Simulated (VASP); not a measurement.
Input of a VASP 6.6.1 run:

INCAR

```
PREC = Accurate
ENCUT = 520
EDIFF = 1E-6
ISMEAR = 0
SIGMA = 0.15
LREAL = False
LASPH = True
NELM = 100
ALGO = Fast
ISIF = 2
LWAVE = False
LCHARG = False
GGA = PS
NBANDS = 9
```

File KPOINTS:

```
Automatic mesh
0
Gamma
  24 24 14
```

File POSCAR:

```
Be
1.0
    2.2650094551      0.0000000000      0.0000000000
   -1.1325047276      1.9615557279      0.0000000000
    0.0000000000      0.0000000000      3.5468865000
Be
2
Direct
    0.3333333333      0.6666666667      0.2500000000
    0.6666666667      0.3333333333      0.7500000000
```

Potentials or basis: VASP PAW PBE potentials, release 64 (Be).

The run is started by

```console
$ cat potpaw_PBE.64/Be/POTCAR > POTCAR
$ mpirun -np 1 vasp_std > vasp.out
```

**Question.** Predict the pressure.

**Answer.** -0.2 GPa.

**Question.** Predict the band gap on the k mesh.

**Answer.** Zero (bands 2 and 3 overlap by 2.09 eV).

Stress tensor (GPa, compression positive):
```
-0.88  0.00  0.00
 0.00 -0.88  0.00
 0.00  0.00  1.13
```

Caveat: the cell differs from its parent crystal (strain -0.015 along x and y, -0.015 along z); the PAW data sets were made with another functional, which shifts forces and pressure a little.
